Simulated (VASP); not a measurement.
Write the native input for VASP 6.6.1 that does the following.

```
Task                   : single point
Functional             : PBE
Potentials or basis    : VASP PAW PBE potentials, release 64 (Zr_sv, Ti_sv, C)
Cutoff                 : 520 eV
k mesh                 : 12 × 12 × 12
Occupations            : gaussian, width 0.1 eV
Spin                   : no spin polarisation
Dipole correction      : no
Further INCAR settings : ALGO = Normal; EDIFF = 1e-06; NBANDS = 42
```

The structure of ZrTi3C4 lies in POSCAR:

```
ZrTi3C4
1.0
   -2.2684466665      2.2684466665      4.5137359096
    2.2684466665     -2.2684466665      4.5137359096
    2.2684466665      2.2684466665     -4.5137359096
Zr Ti C
1 3 4
Direct
    0.5000000000      0.5000000000      0.0000000000
    0.0000000000      0.0000000000      0.0000000000
    0.7500000000      0.2500000000      0.5000000000
    0.2500000000      0.7500000000      0.5000000000
    0.2442473031      0.2442473031      0.0000000000
    0.0000000000      0.5000000000      0.5000000000
    0.7557526969      0.7557526969      0.0000000000
    0.5000000000      0.0000000000      0.5000000000
```

The input as run:

INCAR

```
ALGO = Normal ; EDIFF = 1E-6
ENCUT = 520 ; GGA = PE
ISIF = 2 ; ISMEAR = 0
LASPH = True ; LCHARG = True
LELF = True ; LREAL = False
LVHAR = True ; LWAVE = False
NBANDS = 42 ; NELM = 80
PREC = Accurate ; SIGMA = 0.1
```

KPOINTS

```
k-points
0
Gamma
  12 12 12
```

Potentials or basis: VASP PAW PBE potentials, release 64 (Zr_sv, Ti_sv, C).

Launch:

```console
$ cat potpaw_PBE.64/Zr_sv/POTCAR potpaw_PBE.64/Ti_sv/POTCAR potpaw_PBE.64/C/POTCAR > POTCAR
$ mpirun -np 1 vasp_std > vasp.out
```

Results of the run:

* Pressure: -12.0 GPa
* Largest force: 0.004 eV/Å
* Band gap on the k mesh: zero (bands 32 and 33 overlap by 1.03 eV)

Caveat: the cell stands under tension.

Run time: 8.8 min on 1 thread of Intel(R) Xeon(R) 6975P-C (Granite Rapids), with other jobs on the host, peak memory 0.64 GiB.
